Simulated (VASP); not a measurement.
Here is a VASP 6.6.1 calculation.

Contents of INCAR:

```
SYSTEM = ZrSe2
PREC = Accurate
ENCUT = 600
EDIFF = 1E-6
ISMEAR = 0
SIGMA = 0.03
LREAL = .FALSE.
LASPH = .TRUE.
NELM = 80
ALGO = Normal
ISIF = 3
LWAVE = .FALSE.
LCHARG = .FALSE.
GGA = CA
IBRION = 2
NSW = 90
EDIFFG = -0.01
LATTICE_CONSTRAINTS = .TRUE. .TRUE. .FALSE.
KPAR = 4
```

File KPOINTS:

```
Automatic mesh
0
G
  9 9 1
  0 0 0
```

File POSCAR:

```
ZrSe2
1.0
    3.7980000000      0.0000000000      0.0000000000
   -1.8990000000      3.2891644800      0.0000000000
    0.0000000000      0.0000000000     33.4800000000
Se Zr
6 3
Direct
    0.6666666700      0.3333333300      0.2688172000
    0.3333333300      0.6666666700      0.3612903200
    0.6666666700      0.3333333300      0.4537634400
    0.3333333300      0.6666666700      0.5462365600
    0.6666666700      0.3333333300      0.6387096800
    0.3333333300      0.6666666700      0.7311828000
    0.0000000000      0.0000000000      0.3150537600
    0.0000000000      0.0000000000      0.5000000000
    0.0000000000      0.0000000000      0.6849462400
```

Potentials or basis: VASP PAW LDA potentials, release 64 (Se, Zr_sv).

Launch:

```sh
$ cat potpaw_LDA.64/Se/POTCAR potpaw_LDA.64/Zr_sv/POTCAR > POTCAR
$ mpirun -np 4 vasp_std > vasp.out
```

Task: What does it give for the space group after relaxing (to 0.1 Å)?

Result: P-3m1 (No. 164).

Task: What does it give for the relaxed cell?

Result: a = 3.704 Å, b = 3.704 Å, c = 33.480 Å, α = 90.00°, β = 90.00°, γ = 120.00°.

Task: What does it give for the band gap on the k mesh?

Result: 0.11 eV (least direct gap 0.93 eV).

Step by step:
```csv
step,energy change (eV),largest force (eV/Å),pressure (GPa),volume (Å³)
1,0.0000,0.1759,-1.61,418.24
2,-0.0613,0.5103,1.24,395.28
3,-0.0949,0.2932,0.11,403.61
4,-0.1113,0.2139,0.03,401.68
5,-0.1281,0.0754,-0.18,396.83
6,-0.1281,0.0742,-0.17,396.99
7,-0.1287,0.0473,-0.19,397.06
8,-0.1288,0.0721,-0.20,397.10
9,-0.1292,0.0704,-0.19,396.97
10,-0.1303,0.0660,-0.12,396.57
11,-0.1314,0.1077,0.00,395.79
12,-0.1317,0.1073,0.00,395.85
13,-0.1325,0.1060,-0.03,396.03
14,-0.1340,0.1038,-0.08,396.38
15,-0.1362,0.0990,-0.17,397.10
16,-0.1377,0.1550,-0.35,398.52
17,-0.1383,0.1555,-0.34,398.54
18,-0.1402,0.1584,-0.33,398.58
19,-0.1434,0.1640,-0.31,398.66
20,-0.1480,0.1770,-0.27,398.82
21,-0.1477,0.2164,-0.16,399.15
22,-0.1496,0.1924,-0.22,398.97
23,-0.1534,0.0825,-0.02,397.66
24,-0.1538,0.0745,0.08,397.05
25,-0.1544,0.0361,0.02,397.52
26,-0.1545,0.0327,-0.02,397.79
27,-0.1546,0.0173,-0.01,397.82
28,-0.1546,0.0058,-0.01,397.85
```

LDA usually gives volumes a few per cent too small. Zero-point motion and thermal expansion aren't in these numbers.
